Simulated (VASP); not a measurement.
Te2Mo, 12 atoms in the cell. Symmetry: P2_1/m, No. 11, monoclinic system. The conventional cell has a = 6.199 Å, b = 3.371 Å, c = 12.598 Å, α = 90.00°, β = 95.66°, γ = 90.00°. Te (site symmetry m) has 3 Mo at 2.66 to 2.67 Å and 9 Te at 3.35 to 3.66 Å within 3.7 Å. Within 3.7 Å of Te (site symmetry m) lie 3 Mo at 2.73 to 2.74 Å and 10 Te at 3.35 to 3.61 Å. Te (site symmetry m) has 3 Mo at 2.66 Å and 9 Te at 3.34 to 3.61 Å within 3.7 Å. Te (site symmetry m) has 3 Mo at 2.72 to 2.73 Å and 10 Te at 3.34 to 3.66 Å within 3.7 Å. Within 3.5 Å of Mo (site symmetry m) lie 6 Te at 2.66 to 2.73 Å and 4 Mo at 2.83 to 3.37 Å. Within 3.5 Å of Mo (site symmetry m) lie 6 Te at 2.66 to 2.74 Å and 4 Mo at 2.83 to 3.37 Å. 

| Quantity | Value |
| --- | --- |
| Program | VASP 6.6.1 |
| Task | single point |
| Functional | PBEsol |
| Potentials or basis | VASP PAW PBE potentials, release 64 (Te, Mo_sv) |
| Cutoff | 520 eV |
| k mesh | 6 × 10 × 4 |
| Occupations | gaussian, width 0.1 eV |
| Spin | no spin polarisation |
| Dipole correction | no |
| Further INCAR settings | ALGO = Fast; EDIFF = 1e-06; NBANDS = 64 |

Potentials or basis: VASP PAW PBE potentials, release 64 (Te, Mo_sv).

Launch:

```bash
$ cat potpaw_PBE.64/Te/POTCAR potpaw_PBE.64/Mo_sv/POTCAR > POTCAR
$ mpirun -np 1 vasp_std > vasp.out
```

Hardware: 1 thread of Oxide Virtual Turin-like Processor (shared host).

How long does it take, and how much memory?

Wall time 25 min on 1 thread of Oxide Virtual Turin-like Processor, on a shared host, peak memory 1 GiB. Counts: scf iterations 16, k points 84.
